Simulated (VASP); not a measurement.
# Ni: density of states with PBE

The system is Ni.

```xyz
1
Lattice="-1.3978 1.3978 1.3978 1.3978 -1.3978 1.3978 1.3978 1.3978 -1.3978" Properties=species:S:1:pos:R:3 pbc="T T T"
Ni    0.0000    0.0000    0.0000
```

```
Program                 : VASP 6.6.1
Task                    : density of states
Functional              : PBE
Potentials or basis     : VASP PAW PBE potentials, release 64 (Ni)
Cutoff                  : 520 eV
k mesh                  : 21 × 21 × 21
Occupations             : fermi-dirac, width 0.1 eV
Spin                    : no spin polarisation
Dipole correction       : no
k mesh for the DOS      : 32 × 32 × 32
Occupations for the DOS : tetrahedron
Further INCAR settings  : ALGO = Normal; EDIFF = 1e-06
```

* Valence electrons inside the program's atomic spheres: Ni 9.31

Levels at points of the mesh, in eV from the Fermi level:
| k point | band 1 | band 2 | band 3 | band 4 | band 5 | band 6 | band 7 | band 8 | band 9 |
| --- | --- | --- | --- | --- | --- | --- | --- | --- | --- |
| (0.00, 0.00, 0.00) | -8.78 | -1.87 | -1.87 | -1.87 | -0.55 | -0.55 | 26.45 | 26.45 | 26.45 |
| (0.50, 0.00, 0.00) | -4.32 | -2.80 | -0.60 | -0.39 | 0.35 | 0.40 | 6.70 | 19.13 | 20.12 |
| (0.50, 0.50, 0.50) | -3.90 | -3.90 | 0.18 | 0.18 | 0.18 | 9.86 | 9.86 | 9.86 | 15.76 |

Wall time 57 s on 1 thread of Intel(R) Xeon(R) 6975P-C (Granite Rapids), with other jobs on the host, peak memory 0.26 GiB.

Caveat: the run has no spin polarisation, though such a crystal can be magnetic. Spin polarisation is off, so any magnetic state and its effect on volume and gap are missing.
